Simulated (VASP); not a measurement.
Runs of VASP 6.6.1 on Ca. The structure is that of space group Pm-3m (No. 221), or close to it. The cells are those of the table. 

```tsv
task	cell	k mesh	cutoff (eV)	gap on the mesh (eV)	pressure (GPa)
single point	a = 3.591 Å, 1 atom	10 × 10 × 10	520	none	-0.1
single point	a = 3.729 Å, 1 atom	10 × 10 × 10	520	none	(a)
relaxation of cell and atoms	relaxed from a = 3.612 Å, 1 atom	9 × 9 × 9	600	none	0.0
single point	a = 3.684 Å, 1 atom	10 × 10 × 10	520	none	-0.7
single point	a = 3.638 Å, 1 atom	10 × 10 × 10	520	none	-0.4
```

Alike in all rows: level revPBE; potentials or basis VASP PAW PBE potentials, release 64 (Ca_sv); no spin polarisation; smearing fermi-dirac 0.1 eV.

Fill in the values left out.

(a) -1.0.

Caveats: the PAW data sets were made with another functional, which shifts forces and pressure a little.

A gap of «none» marks levels without a gap at the run's occupations.
